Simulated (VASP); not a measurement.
Write the native input for VASP 6.6.1 that does the following.

```yaml
Task: single point
Functional: PBEsol
Potentials_or_basis: VASP PAW PBE potentials, release 64 (W_sv, C)
Cutoff: 520 eV
k_mesh: 3 × 3 × 1
Occupations: gaussian, width 0.05 eV
Spin: no spin polarisation
Dipole_correction: no
Further_INCAR_settings: LREAL = Auto; ALGO = Normal; EDIFF = 1e-06; NBANDS = 93
```

The structure of W9C8 lies in POSCAR:

```
W9C8
1.0
    5.7040600000      0.0000000000      0.0000000000
   -2.8520300000      4.9398610000      0.0000000000
    0.0000000000      0.0000000000     17.2011400000
W C
9 8
Direct
    0.0000000000      0.0000000000      0.0581356817
    0.0070807585      0.0035332978      0.2218427965
   -0.0000000506      0.4999998988      0.0581356817
    0.0000019190      0.4999835016      0.2243643735
    0.5000000000      0.0000000000      0.0581356817
    0.4964702194      0.0035525291      0.2218412268
    0.4999999494      0.4999998988      0.0581356817
    0.4964897597      0.4929707536      0.2218456451
    0.6666853327     -0.1666342434      0.3542903552
    0.3333488444      0.1667008444      0.1343895230
    0.3333623673      0.1667103589      0.2918389711
    0.3319048901      0.6659545684      0.1360507501
    0.3310701350      0.6655567839      0.3001174341
    0.8340702263      0.1681397513      0.1360550522
    0.8344848710      0.1689802608      0.3001216198
    0.8340442183      0.6659594268      0.1360504594
    0.8345188383      0.6655727762      0.3001225500
```

One way to write it, as run:

INCAR

```
SYSTEM = W9C8
PREC     = Accurate       ! precision mode
ENCUT    = 520            ! plane-wave cutoff, eV
EDIFF    = 1E-6           ! SCF threshold, eV
ISMEAR   = 0              ! smearing method
SIGMA    = 0.05           ! smearing width, eV
LREAL    = Auto         
LASPH    = .TRUE.         ! aspherical terms in the spheres
NELM     = 80             ! most SCF steps
ALGO     = Normal         ! electronic algorithm
ISIF     = 2              ! what is computed and relaxed
LWAVE    = .FALSE.        ! write WAVECAR
LCHARG   = .TRUE.         ! write CHGCAR
GGA      = PS             ! functional
LELF     = .TRUE.         ! ELF
LVHAR    = .TRUE.       
NBANDS   = 93             ! bands
```

KPOINTS

```
regular mesh
0
G
  3 3 1
  0 0 0
```

Potentials or basis: VASP PAW PBE potentials, release 64 (W_sv, C).

Run with:

```bash
$ cat potpaw_PBE.64/W_sv/POTCAR potpaw_PBE.64/C/POTCAR > POTCAR
$ mpirun -np 1 vasp_std > vasp.out
```

It gave:

```yaml
Largest_force: 0.399 eV/Å
Band_gap_on_the_k_mesh: zero (bands 79 and 80 overlap by 0.75 eV)
```

Caveat: the k points lie up to 0.42 Å⁻¹ apart, too coarse for converged energies and pressures of a metal; the PAW data sets were made with another functional, which shifts forces and pressure a little; spin-orbit coupling is left out, which moves the levels of the heavy elements.

Wall time 5.7 min on 1 thread of Intel(R) Xeon(R) 6975P-C (Granite Rapids) (shared host), peak memory 0.56 GiB.
